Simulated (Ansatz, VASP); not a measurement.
One calculation of Mo, two programs

The input POSCAR:

```
Mo
1.0
    0.0000000000      2.1157500000      1.9142500000
    2.1157500000      0.0000000000      1.9142500000
    2.1157500000      2.1157500000      0.0000000000
Mo
1
Direct
    0.0000000000      0.0000000000      0.0000000000
```

Contents of INCAR.step1:

```
PREC = Accurate
ENCUT = 520
ISMEAR = 0
SIGMA = 0.15
LREAL = False
LASPH = True
NELM = 80
NBANDS = 13
GGA = PE
ALGO = Normal
EDIFF = 1E-4
LWAVE = True
LCHARG = False
```

INCAR.step2

```
PREC = Accurate
ENCUT = 520
EDIFF = 1E-6
ISMEAR = 0
SIGMA = 0.15
LREAL = False
LASPH = True
NELM = 80
ALGO = Normal
ISIF = 2
LWAVE = False
LCHARG = False
METAGGA = R2SCAN
LMIXTAU = True
NBANDS = 13
ISTART = 1
```

KPOINTS

```
Automatic mesh
0
Gamma
  20 20 20
```

Input for Ansatz:

```yaml
crystal:
  lattice:
    - [0.0, 2.11575, 1.91425]
    - [2.11575, 0.0, 1.91425]
    - [2.11575, 2.11575, 0.0]
  atoms:
    - { symbol: Mo, position: [0.0, 0.0, 0.0] }
basis:
  ecutwfc: 500
kpoints:
  mp_grid: { grid: [20, 20, 20] }
hamiltonian:
  xc: r2scan
scf:
  occupations: { method: gaussian, width: 0.15 }
output:
  forces: true
  stress: true
  eigenvalues: true
```

Change from the starting cell: strain +0.050 along x and y, -0.050 along z, atoms carried along.

Alike in both runs: task single point; functional r2SCAN; k mesh 20 × 20 × 20; occupations gaussian, width 0.15 eV; no spin polarisation.

```csv
,VASP,Ansatz
version,VASP 6.6.1,Ansatz 0.2.0
potentials or method,"VASP PAW PBE potentials, release 64 (Mo_sv), cutoff 520 eV","scalar-relativistic, plane waves, PAW"
valence electrons in the cell,14,14
```

```tsv
	VASP	Ansatz	Ansatz less VASP
gap on the k mesh at the Fermi level (eV)	none	none	-
pressure (GPa)	-16.0	-16.7	-0.71
traceless stress, the component that is largest in VASP (GPa)	-14.21	-14.23	-0.015
```

VASP's potentials were made for PBE, not for r2SCAN. A gap of «none» marks a metal or a gap that the smearing closes. The functional is the same, so the differences come from potentials, cutoffs and numerics.
